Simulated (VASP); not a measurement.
# SrGaSi (P-6m2) in VASP: a series of runs, part 2 of 2

VASP 6.6.1. Earlier steps stand in the parts before.

## 3. Single point, LDA, non-collinear spin, zero start, spin-orbit coupling

INCAR

```
SYSTEM = SrGaSi
ALGO = Normal
EDIFF = 1E-6
ENCUT = 500
GGA_COMPAT = .False.
ISIF = 2
ISMEAR = -1
LASPH = .True.
LCHARG = .True.
LORBIT = 11
LORBMOM = .True.
LREAL = .False.
LSORBIT = .True.
LVHAR = .True.
LWAVE = .False.
MAGMOM = 0 0 0 0 0 0 0 0 0
NBANDS = 40
NELM = 200
PREC = Accurate
SIGMA = 0.1
```

KPOINTS

```
k-points
0
Gamma
  9 9 7
  0 0 0
```

POSCAR

```
SrGaSi
1.0
    4.1795770000      0.0000000000      0.0000000000
   -2.0897885000      3.6196198591      0.0000000000
    0.0000000000      0.0000000000      4.7358170000
Sr Ga Si
1 1 1
Direct
    0.0000000000      0.0000000000      0.0000000000
    0.3333333333      0.6666666667      0.5000000000
    0.6666666667      0.3333333333      0.5000000000
```

Potentials or basis: VASP PAW LDA potentials, release 64 (Sr_sv, Ga_d, Si).

Launch:

```bash
$ cat potpaw_LDA.64/Sr_sv/POTCAR potpaw_LDA.64/Ga_d/POTCAR potpaw_LDA.64/Si/POTCAR > POTCAR
$ mpirun -np 1 vasp_ncl > vasp.out
```

OUTCAR:

```text
SYSTEM = SrGaSi
   EDIFF = 1E-6
   ENCUT = 500
   ISIF = 2
   ISMEAR = -1
   LASPH = .True.
   LORBIT = 11
   LREAL = .False.
   LSORBIT = .True.
   NELM = 200
   PREC = Accurate

 ion  position               nearest neighbor table
   1  0.000  0.000  0.000-   2 3.38   3 3.38   2 3.38   3 3.38   3 3.38   3 3.38   2 3.38   2 3.38
                             3 3.38   3 3.38   2 3.38   2 3.38
   2  0.333  0.667  0.500-   3 2.41   3 2.41   3 2.41   1 3.38   1 3.38   1 3.38   1 3.38   1 3.38
                             1 3.38
   3  0.667  0.333  0.500-   2 2.41   2 2.41   2 2.41   1 3.38   1 3.38   1 3.38   1 3.38   1 3.38
                             1 3.38

  LATTYP: Found a hexagonal cell.
 ALAT       =     4.1795770000
 C/A-ratio  =     1.1330852381

  Lattice vectors:

 A1 = (   4.1795770000,   0.0000000000,   0.0000000000)
 A2 = (  -2.0897885000,   3.6196198591,   0.0000000000)
 A3 = (   0.0000000000,   0.0000000000,   4.7358170000)

Analysis of symmetry for initial positions (statically):
=====================================================================
 Subroutine PRICEL returns:
 Original cell was already a primitive cell.

 Routine SETGRP: Setting up the symmetry group for a
 hexagonal supercell.

 Subroutine GETGRP returns: Found 12 space group operations
 (whereof 12 operations were pure point group operations)
 out of a pool of 24 trial point group operations.

The static configuration has the point symmetry D_3h.

Analysis of symmetry for dynamics (positions and initial velocities):
=====================================================================
 Subroutine PRICEL returns:
 Original cell was already a primitive cell.

 Routine SETGRP: Setting up the symmetry group for a
 hexagonal supercell.

 Subroutine GETGRP returns: Found 12 space group operations
 (whereof 12 operations were pure point group operations)
 out of a pool of 24 trial point group operations.

The dynamic configuration has the point symmetry D_3h.

Analysis of structural, dynamic, and magnetic symmetry:
=====================================================================
 Subroutine PRICEL returns:
 Original cell was already a primitive cell.

 Routine SETGRP: Setting up the symmetry group for a
 hexagonal supercell.

 Subroutine GETGRP returns: Found 12 space group operations
 (whereof 12 operations were pure point group operations)
 out of a pool of 24 trial point group operations.

The overall configuration has the point symmetry D_3h.

 Subroutine INISYM returns: Found 12 space group operations
 (whereof 12 operations are pure point group operations),
 and found     1 'primitive' translations

----------------------------------------------------------------------------------------

                                     Primitive cell

  volume of cell :      71.6457

  direct lattice vectors                    reciprocal lattice vectors
     4.179577000  0.000000000  0.000000000     0.239258662  0.138136053  0.000000000
    -2.089788500  3.619619859  0.000000000     0.000000000  0.276272106  0.000000000
[... 1157 lines left out ...]

  FORCE on cell =-STRESS in cart. coord.  units (eV):
  Direction    XX          YY          ZZ          XY          YZ          ZX
  --------------------------------------------------------------------------------------
  -------------------------------------------------------------------------------------
  Total       -1.3786952     -1.3786952     -1.4408671      0.0000000      0.0000000      0.0000000
  in kB      -30.8310737    -30.8310737    -32.2213932      0.0000000      0.0000000      0.0000000
  external PRESSURE =     -31.2945135 kB  Pullay stress =       0.0000000 kB

 VOLUME and BASIS-vectors are now :
 -----------------------------------------------------------------------------
  energy-cutoff  :      500.00
  volume of cell :       71.65
      direct lattice vectors                 reciprocal lattice vectors
     4.179577000  0.000000000  0.000000000     0.239258662  0.138136053  0.000000000
    -2.089788500  3.619619859  0.000000000     0.000000000  0.276272106  0.000000000
     0.000000000  0.000000000  4.735817000     0.000000000  0.000000000  0.211156808

 POSITION                                       TOTAL-FORCE (eV/Angst)
 -----------------------------------------------------------------------------------
      0.00000      0.00000      0.00000        -0.000000      0.000000      0.000000
     -0.00000      2.41308      2.36791         0.000000      0.000000      0.000000
      2.08979      1.20654      2.36791         0.000000      0.000000      0.000000
 -----------------------------------------------------------------------------------
    total drift:                                0.000002     -0.000001      0.000000

  FREE ENERGIE OF THE ION-ELECTRON SYSTEM (eV)
  ---------------------------------------------------
  free  energy   TOTEN  =       -13.1730372624 eV

  energy  without entropy=      -13.1368302144  energy(sigma->0) =      -13.15493374

 orbital moment (x)

 # of ion     p       d       tot
 ----------------------------------------
  1         0.000   0.000   0.000
  2         0.000   0.000   0.000
  3         0.000   0.000   0.000
 ----------------------------------------
            0.000   0.000   0.000

 orbital moment (y)

 # of ion     p       d       tot
 ----------------------------------------
  1        -0.000  -0.000  -0.000
  2         0.000  -0.000   0.000
  3         0.000   0.000   0.000
 ----------------------------------------
            0.000  -0.000  -0.000

 orbital moment (z)

 # of ion     p       d       tot
 ----------------------------------------
  1         0.000   0.000   0.000
  2         0.000   0.000   0.000
  3         0.000   0.000   0.000
 ----------------------------------------
            0.000   0.000   0.000

 Spin-Orbit-Coupling matrix elements

 Ion:    1  E_soc:     -0.1963782
 l=   1
     0.0000000    -0.0326847    -0.0326877
    -0.0326847     0.0000000    -0.0326847
    -0.0326877    -0.0326847     0.0000000
 l=   2
     0.0000000    -0.0000108     0.0000000    -0.0000108    -0.0000374
    -0.0000108     0.0000000    -0.0000208    -0.0000098    -0.0000108
     0.0000000    -0.0000208     0.0000000    -0.0000208     0.0000000
    -0.0000108    -0.0000098    -0.0000208     0.0000000    -0.0000108
    -0.0000374    -0.0000108     0.0000000    -0.0000108     0.0000000
 l=   3
     0.0000000     0.0000000     0.0000000     0.0000000     0.0000000     0.0000000     0.0000000
     0.0000000     0.0000000     0.0000000     0.0000000     0.0000000     0.0000000     0.0000000
     0.0000000     0.0000000     0.0000000     0.0000000     0.0000000     0.0000000     0.0000000
     0.0000000     0.0000000     0.0000000     0.0000000     0.0000000     0.0000000     0.0000000
[... 29 lines left out ...]
 l=   2
     0.0000000     0.0000000     0.0000000     0.0000000     0.0000000
     0.0000000     0.0000000     0.0000000     0.0000000     0.0000000
     0.0000000     0.0000000     0.0000000     0.0000000     0.0000000
     0.0000000     0.0000000     0.0000000     0.0000000     0.0000000
     0.0000000     0.0000000     0.0000000     0.0000000     0.0000000
 l=   3
     0.0000000     0.0000000     0.0000000     0.0000000     0.0000000     0.0000000     0.0000000
     0.0000000     0.0000000     0.0000000     0.0000000     0.0000000     0.0000000     0.0000000
     0.0000000     0.0000000     0.0000000     0.0000000     0.0000000     0.0000000     0.0000000
     0.0000000     0.0000000     0.0000000     0.0000000     0.0000000     0.0000000     0.0000000
     0.0000000     0.0000000     0.0000000     0.0000000     0.0000000     0.0000000     0.0000000
     0.0000000     0.0000000     0.0000000     0.0000000     0.0000000     0.0000000     0.0000000
     0.0000000     0.0000000     0.0000000     0.0000000     0.0000000     0.0000000     0.0000000

 total charge

# of ion       s       p       d       tot
------------------------------------------
    1        2.012   5.788   0.253   8.054
    2        0.910   0.905   9.954  11.769
    3        0.764   0.894   0.000   1.658
--------------------------------------------------
tot          3.686   7.587  10.207  21.480

 magnetization (x)

# of ion       s       p       d       tot
------------------------------------------
    1        0.000   0.000   0.000   0.000
    2        0.000  -0.000   0.000  -0.000
    3        0.000   0.000   0.000   0.000
--------------------------------------------------
tot          0.000  -0.000   0.000  -0.000

 magnetization (y)

# of ion       s       p       d       tot
------------------------------------------
    1        0.000   0.000   0.000   0.000
    2       -0.000   0.000  -0.000  -0.000
    3       -0.000   0.000   0.000  -0.000
--------------------------------------------------
tot         -0.000   0.000  -0.000  -0.000

 magnetization (z)

# of ion       s       p       d       tot
------------------------------------------
    1        0.000   0.000   0.000   0.000
    2        0.000   0.000   0.000   0.000
    3       -0.000   0.000   0.000  -0.000
--------------------------------------------------
tot         -0.000   0.000   0.000   0.000
```

OSZICAR:

```text
N       E                     dE             d eps       ncg     rms          rms(c)
DAV:   1     0.229028369616E+03    0.22903E+03   -0.11813E+04  6656   0.166E+03
DAV:   2     0.179621573423E+02   -0.21107E+03   -0.20011E+03  6600   0.492E+02
DAV:   3    -0.115348420784E+02   -0.29497E+02   -0.29038E+02  7512   0.134E+02
DAV:   4    -0.133166040042E+02   -0.17818E+01   -0.17691E+01  9496   0.294E+01
DAV:   5    -0.134029303940E+02   -0.86326E-01   -0.86261E-01  9192   0.516E+00    0.258E+01
DAV:   6    -0.132210417322E+02    0.18189E+00   -0.31296E-01  9672   0.660E+00    0.157E+01
DAV:   7    -0.131841811810E+02    0.36861E-01   -0.77992E-02  9000   0.184E+00    0.900E+00
DAV:   8    -0.131737601023E+02    0.10421E-01   -0.28800E-02  9896   0.112E+00    0.319E-01
DAV:   9    -0.131730011877E+02    0.75891E-03   -0.55190E-03  8040   0.517E-01    0.179E-01
DAV:  10    -0.131730341335E+02   -0.32946E-04   -0.61668E-04  8936   0.138E-01    0.678E-02
DAV:  11    -0.131730367059E+02   -0.25725E-05   -0.46469E-05  8120   0.401E-02    0.310E-02
DAV:  12    -0.131730372624E+02   -0.55649E-06   -0.29586E-06  7496   0.135E-02
   1 F= -.13173037E+02 E0= -.13154934E+02  d E =-.362070E-01  mag=     0.0000    -0.0000    -0.0000
```

stdout:

```text
POSCAR found type information on POSCAR SrGaSi
 POSCAR found :  3 types and       3 ions
 scaLAPACK will be used
 LDA part: xc-table for (Slater(with rela. corr.)+CA(PZ))
 , standard interpolation
 POSCAR, INCAR and KPOINTS ok, starting setup
 FFT: planning ... GRIDC
 FFT: planning ... GRID_SOFT
 FFT: planning ... GRID
 WAVECAR not read
 entering main loop
```

Run time: 5.3 min. Hardware: 1 thread of Intel Xeon Platinum 8259CL at 2.50GHz (Skylake/Cascade Lake), shared host; peak memory 0.46 GiB.

What came out:

| Quantity | Value |
| --- | --- |
| Free energy | -13.1730 eV |
| Pressure | -3.1 GPa |
| Net moment | 0.00 μB per cell |
| Valence electrons inside the program's atomic spheres | Sr 8.05; Ga 11.77; Si 1.66 |

Stress tensor (GPa, compression positive):
```
-3.08  0.00  0.00
 0.00 -3.08  0.00
 0.00  0.00 -3.22
```

Moments on the atoms (μB; x, y, z):
```
Sr  0.00 0.00 0.00
Ga  0.00 0.00 0.00
Si  0.00 0.00 0.00
```

Caveat: the cell stands under tension.
